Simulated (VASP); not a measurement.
# MgO (Fm-3m) in VASP: vibrations by perturbation theory with PBE

Aim: the vibrations by perturbation theory of MgO with PBE.

Everything below comes from runs of VASP 6.6.1. Logs are shortened: lines on timing, memory, paths and dates and some standing lists are left out, and cuts for length are marked.

### Step 1. The cell of the first run

It takes space group Fm-3m (No. 225, cubic). The conventional cell has a = 4.212 Å, b = 4.212 Å, c = 4.212 Å, α = 90.00°, β = 90.00°, γ = 90.00°. Within 2.8 Å of Mg (site symmetry m-3m) lie 6 O at 2.11 Å. O (site symmetry m-3m) has 6 Mg at 2.11 Å within 2.8 Å.

### Step 2. Vibrations by perturbation theory, PBE

Contents of INCAR:

```
PREC = Accurate
ENCUT = 600
EDIFF = 1E-8
ISMEAR = 0
SIGMA = 0.02
LREAL = False
LASPH = True
NELM = 120
ALGO = Normal
ISIF = 2
LWAVE = False
LCHARG = False
GGA = PE
NBANDS = 11
IBRION = 8
NSW = 1
GGA_COMPAT = False
```

Contents of KPOINTS:

```
Automatic mesh
0
Gamma
  6 6 6
```

Contents of POSCAR:

```
MgO
1.0
    0.0000000000      2.1060000000      2.1060000000
    2.1060000000      0.0000000000      2.1060000000
    2.1060000000      2.1060000000      0.0000000000
Mg O
1 1
Direct
    0.0000000000      0.0000000000      0.0000000000
    0.5000000000      0.5000000000      0.5000000000
```

Potentials or basis: VASP PAW PBE potentials, release 64 (Mg, O).

Launch:

```sh
cat potpaw_PBE.64/Mg/POTCAR potpaw_PBE.64/O/POTCAR > POTCAR
mpirun -np 1 vasp_std > vasp.out
```

OUTCAR:

```text
PREC = Accurate
   ENCUT = 600
   EDIFF = 1E-8
   ISMEAR = 0
   LREAL = False
   LASPH = True
   NELM = 120
   ISIF = 2
   GGA = PE
   IBRION = 8
   NSW = 1

 ion  position               nearest neighbor table
   1  0.000  0.000  0.000-   2 2.11   2 2.11   2 2.11   2 2.11   2 2.11   2 2.11
   2  0.500  0.500  0.500-   1 2.11   1 2.11   1 2.11   1 2.11   1 2.11   1 2.11

  LATTYP: Found a face centered cubic cell.
 ALAT       =     4.2120000000

  Lattice vectors:

 A1 = (   0.0000000000,   2.1060000000,   2.1060000000)
 A2 = (   2.1060000000,   0.0000000000,   2.1060000000)
 A3 = (   2.1060000000,   2.1060000000,   0.0000000000)

Analysis of symmetry for initial positions (statically):
=====================================================================
 Subroutine PRICEL returns:
 Original cell was already a primitive cell.

 Routine SETGRP: Setting up the symmetry group for a
 face centered cubic supercell.

 Subroutine GETGRP returns: Found 48 space group operations
 (whereof 48 operations were pure point group operations)
 out of a pool of 48 trial point group operations.

The static configuration has the point symmetry O_h .

Analysis of symmetry for dynamics (positions and initial velocities):
=====================================================================
 Subroutine PRICEL returns:
 Original cell was already a primitive cell.

 Routine SETGRP: Setting up the symmetry group for a
 face centered cubic supercell.

 Subroutine GETGRP returns: Found 48 space group operations
 (whereof 48 operations were pure point group operations)
 out of a pool of 48 trial point group operations.

The dynamic configuration has the point symmetry O_h .

 Subroutine INISYM returns: Found 48 space group operations
[... 375 lines left out ...]
  Total        0.4333665      0.4333665      0.4333665     -0.0000000      0.0000000     -0.0000000
  in kB       37.1672809     37.1672809     37.1672809     -0.0000000      0.0000000     -0.0000000
  external PRESSURE =      37.1672809 kB  Pullay stress =       0.0000000 kB

 VOLUME and BASIS-vectors are now :
 -----------------------------------------------------------------------------
  energy-cutoff  :      600.00
  volume of cell :       18.68
      direct lattice vectors                 reciprocal lattice vectors
     0.000000000  2.106000000  2.106000000    -0.237416904  0.237416904  0.237416904
     2.106000000  0.000000000  2.106000000     0.237416904 -0.237416904  0.237416904
     2.106000000  2.106000000  0.000000000     0.237416904  0.237416904 -0.237416904

 POSITION                                       TOTAL-FORCE (eV/Angst)
 -----------------------------------------------------------------------------------
      0.00000      0.00000      0.00000        -0.000000     -0.000000     -0.000000
      2.10600      2.10600      2.10600         0.000000      0.000000      0.000000
 -----------------------------------------------------------------------------------
    total drift:                               -0.000000     -0.000000      0.000000

  FREE ENERGIE OF THE ION-ELECTRON SYSTEM (eV)
  ---------------------------------------------------
  free  energy   TOTEN  =       -11.9085590835 eV

  energy  without entropy=      -11.9085590835  energy(sigma->0) =      -11.90855908

[... ionic steps 2 to 3 ...]

--------------------------------------- Ionic step        4  -------------------------------------------

------------------------ aborting loop because EDIFF is reached ----------------------------------------

[... ionic steps 5 to 6 ...]

--------------------------------------- Ionic step        7  -------------------------------------------

 Free energy of the ion-electron system (eV)
  ---------------------------------------------------
  ---------------------------------------------------
  free energy    TOTEN  =        -0.36046234 eV

  energy without entropy =       -0.36046234

------------------------ aborting loop because EDIFF is reached ----------------------------------------

 INTERNAL STRAIN TENSOR  FOR ION    2  DIRECTION 1   (eV/Angst):
 -----------------------------------------------------------------------------
    -0.00607  0.00000  0.00000
    -0.00000  0.00645 -0.00000
    -0.00000 -0.00000  0.00645

 INTERNAL STRAIN TENSOR FOR ION    2 for displacements in x,y,z  (eV/Angst):
          X           Y           Z          XY          YZ          ZX
  --------------------------------------------------------------------------------
  x     0.00000     0.00000     0.00000     0.00000     0.00000     0.00000
  y     0.00000     0.00000     0.00000     0.00000     0.00000     0.00000
  z     0.00000     0.00000     0.00000     0.00000     0.00000     0.00000

 SECOND DERIVATIVES (NOT SYMMETRIZED)
 ------------------------------------
               1X          1Y          1Z          2X          2Y          2Z
  1X    -5.537714    0.000000    0.000000    5.537714    0.000000    0.000000
  1Y     0.000000   -5.537714    0.000000    0.000000    5.537714    0.000000
  1Z     0.000000    0.000000   -5.537714    0.000000    0.000000    5.537714
  2X     5.559590    0.000000    0.000000   -5.559590    0.000000    0.000000
  2Y     0.000000    5.559590    0.000000    0.000000   -5.559590    0.000000
  2Z     0.000000    0.000000    5.559590    0.000000    0.000000   -5.559590

 Eigenvectors and eigenvalues of the dynamical matrix
 ----------------------------------------------------

   1 f  =   11.857811 THz    74.504822 2PiTHz  395.533991 cm-1    49.039943 meV
             X         Y         Z           dx          dy          dz
      0.000000  0.000000  0.000000    -0.495074   -0.388499    0.000000
      2.106000  2.106000  2.106000     0.611384    0.479771    0.000000
[... 21 lines left out ...]
   6 f/i=    0.011432 THz     0.071831 2PiTHz    0.381341 cm-1     0.047280 meV
             X         Y         Z           dx          dy          dz
      0.000000  0.000000  0.000000     0.000000    0.000000    0.777155
      2.106000  2.106000  2.106000     0.000000    0.000000    0.629309

--------------------------------------------------------------------------------------------------------

 ELASTIC MODULI CONTR FROM IONIC RELAXATION (kBar)
 Direction    XX          YY          ZZ          XY          YZ          ZX
 --------------------------------------------------------------------------------
 XX           0.0000      0.0000      0.0000      0.0000      0.0000      0.0000
 YY           0.0000      0.0000      0.0000      0.0000      0.0000      0.0000
 ZZ           0.0000      0.0000      0.0000      0.0000      0.0000      0.0000
 XY           0.0000      0.0000      0.0000      0.0000      0.0000      0.0000
 YZ           0.0000      0.0000      0.0000      0.0000      0.0000      0.0000
 ZX           0.0000      0.0000      0.0000      0.0000      0.0000      0.0000
 --------------------------------------------------------------------------------
```

OSZICAR:

```text
N       E                     dE             d eps       ncg     rms          rms(c)
DAV:   1     0.153618739406E+02    0.15362E+02   -0.51076E+03   400   0.743E+02
DAV:   2    -0.129501142932E+02   -0.28312E+02   -0.27914E+02   400   0.141E+02
DAV:   3    -0.134660219195E+02   -0.51591E+00   -0.51566E+00   418   0.167E+01
DAV:   4    -0.134672411029E+02   -0.12192E-02   -0.12192E-02   382   0.930E-01
[... 35 lines left out ...]
RMM:   7    -0.360462549614E+00    0.98355E-05   -0.16675E-08  1097   0.117E-03    0.110E-04
RMM:   8    -0.360462268716E+00    0.28090E-06   -0.28582E-10  1116   0.862E-05    0.369E-05
RMM:   9    -0.360462386805E+00   -0.11809E-06   -0.28159E-10  1127   0.764E-05    0.363E-06
RMM:  10    -0.360462338650E+00    0.48155E-07   -0.26156E-10  1045   0.231E-05    0.144E-06
RMM:  11    -0.360462343956E+00   -0.53061E-08   -0.26579E-10  1006   0.212E-05    0.151E-07
 Linear response finished
```

stdout:

```text
POSCAR found type information on POSCAR MgO
 POSCAR found :  2 types and       2 ions
 scaLAPACK will be used
 LDA part: xc-table for (Slater+PW92), standard interpolation
 POSCAR, INCAR and KPOINTS ok, starting setup
 FFT: planning ... GRIDC
 FFT: planning ... GRID_SOFT
 FFT: planning ... GRID
 WAVECAR not read
 entering main loop
 Linear response reoptimize wavefunctions to high precision
 Linear response DOF=           2
 Linear response progress:
 first order change of Fermi-energy   0.13635E-03
 force on displaced ion       1 direction 1 :  -5.538   0.000   0.000
 Linear response progress:
 first order change of Fermi-energy   0.91941E-03
 force on displaced ion       2 direction 1 :  -5.560   0.000   0.000
 Linear response finished
```

Run time: 20 s. Hardware: 1 thread of Intel Xeon Platinum 8559C (Emerald Rapids), shared host; peak memory 0.16 GiB.

Results:

| Quantity | Value |
| --- | --- |
| Highest phonon frequency at Γ, LO-TO splitting left out | 396 cm⁻¹ |

Phonon frequencies in cm⁻¹ (negative: imaginary):
| q point | frequencies |
| --- | --- |
| (0.000, 0.000, 0.000) | 0 0 0 396 396 396 |

Caveat: the k points lie up to 0.43 Å⁻¹ apart; the cell wasn't relaxed at this level first, which shifts response properties.
